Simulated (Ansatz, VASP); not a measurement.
# AlN in VASP and in Ansatz

```
CELL_PARAMETERS angstrom
4.36799 0.00000 0.00000
0.00000 -4.36799 0.00000
0.00000 0.00000 -4.36799
ATOMIC_POSITIONS crystal
Al 0.03238 0.46762 0.50000
Al 0.50000 0.00000 0.50000
Al 0.50000 0.50000 0.00000
Al 0.00000 0.00000 0.00000
N 0.75000 0.75000 0.75000
N 0.25000 0.25000 0.75000
N 0.25000 0.75000 0.25000
N 0.75000 0.25000 0.25000
```

Alike in both runs: task single point; functional r2SCAN; k mesh 6 × 6 × 6; occupations gaussian, width 0.05 eV; no spin polarisation.

```csv
,VASP,Ansatz
version,VASP 6.6.1,Ansatz 0.2.0
potentials or method,"VASP PAW PBE potentials, release 64 (Al, N), cutoff 520 eV","scalar-relativistic, plane waves, PAW"
valence electrons in the cell,32,32
```

|  | VASP | Ansatz | Ansatz less VASP |
| --- | --- | --- | --- |
| gap on the k mesh at the Fermi level (eV) | 3.11 | 3.11 | +0.006 |
| least direct gap on the mesh (eV) | 3.11 | 3.11 | +0.006 |
| pressure (GPa) | 1.4 | 1.7 | +0.35 |
| traceless stress, the component that is largest in VASP (GPa) | -2.74 | -2.67 | +0.065 |
| rms of the force components (eV/Å) | 1.142 | 1.131 | -0.0112 |

VASP's potentials were made for PBE, not for r2SCAN. Atom by atom the forces differ by 0.014 eV/Å (rms over components).
